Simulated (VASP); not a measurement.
A run of VASP 6.6.1 is set up as follows.

INCAR

```
  PREC = Accurate
  ENCUT = 520
  EDIFF = 1E-6
  ISMEAR = -1
  SIGMA = 0.05
  LREAL = F
  LASPH = T
  NELM = 60
  ALGO = Normal
  ISIF = 2
  LWAVE = F
  LCHARG = F
  GGA = PE
  NBANDS = 21
```

The input KPOINTS:

```
regular mesh
0
Gamma
  14 14 8
```

POSCAR

```
Sn
1.0
    3.3543233607      0.0000000000      0.0000000000
   -1.6771616804      2.9049292428      0.0000000000
    0.0000000000      0.0000000000      5.6981373241
Sn
2
Direct
    0.3333333333      0.6666666667      0.2500000000
    0.6666666667      0.3333333333      0.7500000000
```

Potentials or basis: VASP PAW PBE potentials, release 64 (Sn_d).

Launch:

```bash
$ cat potpaw_PBE.64/Sn_d/POTCAR > POTCAR
$ mpirun -np 1 vasp_std > vasp.out
```

Q: Estimate the pressure.

A: -0.1 GPa.

Q: What does it give for the band gap on the k mesh?

A: Zero (bands 14 and 15 overlap by 8.06 eV).

Caveat: spin-orbit coupling is left out, which moves the levels of the heavy elements.
